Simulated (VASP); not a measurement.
# AlN (Fm-3m) in VASP: a series of runs, part 2 of 2

VASP 6.6.1. Earlier steps stand in the parts before.

## 4. Single point, r2SCAN (strain +0.025 along x and y, +0.025 along z)

POSCAR reads:

```
AlN
1.0
    0.0000000000      2.0853809500      2.0853809500
    2.0853809500      0.0000000000      2.0853809500
    2.0853809500      2.0853809500      0.0000000000
Al N
1 1
Direct
    0.5000000000      0.5000000000      0.5000000000
    0.0000000000      0.0000000000      0.0000000000
```

INCAR.step1 reads:

```
SYSTEM = AlN
ALGO = Normal ; EDIFF = 1E-4
ENCUT = 520 ; GGA = PE
ISMEAR = 0 ; LASPH = .TRUE.
LCHARG = .FALSE. ; LREAL = .FALSE.
LWAVE = .TRUE. ; NBANDS = 11
NELM = 80 ; PREC = Accurate
SIGMA = 0.05
```

INCAR.step2 reads:

```
SYSTEM = AlN
ALGO = Normal ; EDIFF = 1E-7
ENCUT = 520 ; ISIF = 2
ISMEAR = 0 ; ISTART = 1
LASPH = .TRUE. ; LCHARG = .FALSE.
LMIXTAU = .TRUE. ; LREAL = .FALSE.
LWAVE = .FALSE. ; METAGGA = R2SCAN
NBANDS = 11 ; NELM = 80
PREC = Accurate ; SIGMA = 0.05
```

KPOINTS reads:

```
k-points
0
G
  10 10 10
  0 0 0
```

Potentials or basis: VASP PAW PBE potentials, release 64 (Al, N).

The run is started by

```sh
$ cat potpaw_PBE.64/Al/POTCAR potpaw_PBE.64/N/POTCAR > POTCAR
$ cp INCAR.step1 INCAR
$ mpirun -np 1 vasp_std > vasp.out
$ cp INCAR.step2 INCAR
$ mpirun -np 1 vasp_std > vasp.out
```

OUTCAR:

```text
SYSTEM = AlN
   EDIFF = 1E-7
   ENCUT = 520
   ISIF = 2
   ISMEAR = 0
   ISTART = 1
   LASPH = .TRUE.
   LREAL = .FALSE.
   METAGGA = R2SCAN
   NELM = 80
   PREC = Accurate

 ion  position               nearest neighbor table
   1  0.500  0.500  0.500-   2 2.09   2 2.09   2 2.09   2 2.09   2 2.09   2 2.09
   2  0.000  0.000  0.000-   1 2.09   1 2.09   1 2.09   1 2.09   1 2.09   1 2.09

  LATTYP: Found a face centered cubic cell.
 ALAT       =     4.1707619000

  Lattice vectors:

 A1 = (   0.0000000000,   2.0853809500,   2.0853809500)
 A2 = (   2.0853809500,   0.0000000000,   2.0853809500)
 A3 = (   2.0853809500,   2.0853809500,   0.0000000000)

Analysis of symmetry for initial positions (statically):
=====================================================================
 Subroutine PRICEL returns:
 Original cell was already a primitive cell.

 Routine SETGRP: Setting up the symmetry group for a
 face centered cubic supercell.

 Subroutine GETGRP returns: Found 48 space group operations
 (whereof 48 operations were pure point group operations)
 out of a pool of 48 trial point group operations.

The static configuration has the point symmetry O_h .

[... 172 lines left out ...]
      3       8.6217      2.00000
      4       8.6217      2.00000
      5      13.8015      0.00000
      6      21.2135      0.00000
      7      21.2135      0.00000
      8      21.2135      0.00000
      9      26.4831      0.00000
     10      26.4831      0.00000
     11      26.7506      0.00000
[... 309 lines left out ...]
 k-point    24 :       0.4000    0.3000    0.0000
  band No.  band energies     occupation
      1      -6.2443      2.00000
      2       2.9874      2.00000
      3       6.0019      2.00000
      4       6.4665      2.00000
      5      14.8523      0.00000
      6      16.1302      0.00000
      7      20.8819      0.00000
      8      24.2562      0.00000
      9      25.0072      0.00000
     10      30.4347      0.00000
     11      33.4970      0.00000

 [... further k-points ...]

------------------------ aborting loop because EDIFF is reached ----------------------------------------

  FORCE on cell =-STRESS in cart. coord.  units (eV):
  Direction    XX          YY          ZZ          XY          YZ          ZX
  --------------------------------------------------------------------------------------
  -------------------------------------------------------------------------------------
  Total       -2.5910726     -2.5910726     -2.5910726     -0.0000000      0.0000000     -0.0000000
  in kB     -228.8779523   -228.8779523   -228.8779523     -0.0000000      0.0000000     -0.0000000
  external PRESSURE =    -228.8779523 kB  Pullay stress =       0.0000000 kB

 VOLUME and BASIS-vectors are now :
 -----------------------------------------------------------------------------
  energy-cutoff  :      520.00
  volume of cell :       18.14
      direct lattice vectors                 reciprocal lattice vectors
     0.000000000  2.085380950  2.085380950    -0.239764346  0.239764346  0.239764346
     2.085380950  0.000000000  2.085380950     0.239764346 -0.239764346  0.239764346
     2.085380950  2.085380950  0.000000000     0.239764346  0.239764346 -0.239764346

 POSITION                                       TOTAL-FORCE (eV/Angst)
 -----------------------------------------------------------------------------------
      2.08538      2.08538      2.08538        -0.000000      0.000000      0.000000
      0.00000      0.00000      0.00000         0.000000     -0.000000     -0.000000
 -----------------------------------------------------------------------------------
    total drift:                                0.000000     -0.000000     -0.000000

  FREE ENERGIE OF THE ION-ELECTRON SYSTEM (eV)
  ---------------------------------------------------
  free  energy   TOTEN  =       -18.7645904643 eV

  energy  without entropy=      -18.7645904643  energy(sigma->0) =      -18.76459046
```

OUTCAR.step1:

```text
SYSTEM = AlN
   EDIFF = 1E-4
   ENCUT = 520
   GGA = PE
   ISMEAR = 0
   LASPH = .TRUE.
   LREAL = .FALSE.
[... 557 lines left out ...]
      2.08538      2.08538      2.08538         0.000000     -0.000000      0.000000
      0.00000      0.00000      0.00000        -0.000000      0.000000     -0.000000
 -----------------------------------------------------------------------------------
    total drift:                                0.000000     -0.000000     -0.000000

  FREE ENERGIE OF THE ION-ELECTRON SYSTEM (eV)
  ---------------------------------------------------
  free  energy   TOTEN  =       -14.4777011184 eV

  energy  without entropy=      -14.4777011184  energy(sigma->0) =      -14.47770112
```

OSZICAR.step1:

```text
N       E                     dE             d eps       ncg     rms          rms(c)
DAV:   1     0.640300585334E+01    0.64030E+01   -0.38330E+03  1050   0.649E+02
DAV:   2    -0.154012948907E+02   -0.21804E+02   -0.20581E+02  1304   0.117E+02
DAV:   3    -0.161509596597E+02   -0.74966E+00   -0.74716E+00  1249   0.191E+01
DAV:   4    -0.161536233533E+02   -0.26637E-02   -0.26636E-02  1165   0.126E+00
DAV:   5    -0.161536434404E+02   -0.20087E-04   -0.20087E-04  1231   0.115E-01    0.728E+00
DAV:   6    -0.144930703225E+02    0.16606E+01   -0.80287E+00  1145   0.144E+01    0.251E+00
DAV:   7    -0.144850641331E+02    0.80062E-02   -0.13799E-01  1130   0.289E+00    0.169E+00
DAV:   8    -0.144780377485E+02    0.70264E-02   -0.18589E-02  1079   0.119E+00    0.336E-01
DAV:   9    -0.144776349998E+02    0.40275E-03   -0.17214E-03  1175   0.240E-01    0.147E-01
DAV:  10    -0.144777011184E+02   -0.66119E-04   -0.14005E-04   743   0.905E-02
   1 F= -.14477701E+02 E0= -.14477701E+02  d E =-.225664E-13
```

Run time: 16 s. Hardware: 1 thread of Intel Xeon 6975P-C (Granite Rapids), shared host; peak memory 0.14 GiB.

What came out:

```yaml
Free_energy: -18.7646 eV
Pressure: -22.9 GPa
Band_gap_on_the_k_mesh: 4.58 eV, indirect (least direct gap 5.18 eV)
```

Levels at points of the mesh, in eV from the valence-band top:
| k point | band 2 | band 3 | band 4 | band 5 | band 6 | band 7 |
| --- | --- | --- | --- | --- | --- | --- |
| (0.00, 0.00, 0.00) | 0.00 | 0.00 | 0.00 | 5.18 | 12.59 | 12.59 |
| (0.50, 0.00, 0.00) | -7.86 | -0.99 | -0.99 | 6.31 | 11.13 | 11.13 |
| (0.50, 0.50, 0.00) | -6.93 | -2.66 | -2.66 | 4.58 | 6.12 | 14.21 |

Caveat: the cell differs from its parent crystal (strain +0.025 along x and y, +0.025 along z); the PAW data sets were made with another functional, which shifts forces and pressure a little. A k mesh can miss the band edges.

## 5. Single point, r2SCAN (strain +0.050 along x and y, +0.050 along z)

POSCAR reads:

```
AlN
1.0
    0.0000000000      2.1362439000      2.1362439000
    2.1362439000      0.0000000000      2.1362439000
    2.1362439000      2.1362439000      0.0000000000
Al N
1 1
Direct
    0.5000000000      0.5000000000      0.5000000000
    0.0000000000      0.0000000000      0.0000000000
```

INCAR.step1 reads:

```
SYSTEM = AlN
PREC = Accurate
ENCUT = 520
ISMEAR = 0
SIGMA = 0.05
LREAL = .False.
LASPH = .True.
NELM = 60
NBANDS = 11
GGA = PE
ALGO = Normal
EDIFF = 1E-4
LWAVE = .True.
LCHARG = .False.
```

INCAR.step2 reads:

```
SYSTEM = AlN
PREC = Accurate
ENCUT = 520
EDIFF = 1E-7
ISMEAR = 0
SIGMA = 0.05
LREAL = .False.
LASPH = .True.
NELM = 60
ALGO = Normal
ISIF = 2
LWAVE = .False.
LCHARG = .False.
METAGGA = R2SCAN
LMIXTAU = .True.
NBANDS = 11
ISTART = 1
```

KPOINTS reads:

```
regular mesh
0
Gamma
  10 10 10
  0 0 0
```

The run is started by

```sh
$ cat potpaw_PBE.64/Al/POTCAR potpaw_PBE.64/N/POTCAR > POTCAR
$ cp INCAR.step1 INCAR
$ mpirun -np 1 vasp_std > vasp.out
$ cp INCAR.step2 INCAR
$ mpirun -np 1 vasp_std > vasp.out
```

It took 15 s on 1 thread of Intel Xeon 6975P-C (Granite Rapids), shared host; peak memory 0.14 GiB.

The run converged. Its results:

| Property | Result |
| --- | --- |
| Free energy | -18.5209 eV |
| Pressure | -34.1 GPa |
| Band gap on the k mesh | 3.91 eV, indirect (least direct gap 4.23 eV) |

Levels at points of the mesh, in eV from the valence-band top:
```csv
k point,band 1,band 2,band 3,band 4,band 5,band 6,band 7,band 8
"(0.00, 0.00, 0.00)",-16.98,0.00,0.00,0.00,4.23,12.34,12.34,12.34
"(0.50, 0.00, 0.00)",-14.37,-7.43,-0.87,-0.87,5.87,10.55,10.55,12.09
"(0.50, 0.50, 0.00)",-13.62,-6.48,-2.48,-2.48,3.91,6.20,13.35,16.10
```

Caveat: the cell differs from its parent crystal (strain +0.050 along x and y, +0.050 along z); the PAW data sets were made with another functional, which shifts forces and pressure a little. A k mesh can miss the band edges.

## 6. Summary

```tsv
cell	gap on the mesh (eV)	pressure (GPa)
a = 2.733 Å, angles 60.0°, 2 atoms	5.72	45.7
a = 2.805 Å, angles 60.0°, 2 atoms	5.88	15.3
a = 2.949 Å, angles 60.0°, 2 atoms	4.58	-22.9
a = 3.021 Å, angles 60.0°, 2 atoms	3.91	-34.1
```

Alike in all rows: task single point; level r2SCAN; potentials or basis VASP PAW PBE potentials, release 64 (Al, N); no spin polarisation; k mesh 10 × 10 × 10; cutoff (eV) 520; smearing gaussian 0.05 eV.

Caveats: the PAW data sets were made with another functional, which shifts forces and pressure a little.

Total energies depend on the potentials used, so only differences within one code and one set of settings carry meaning.
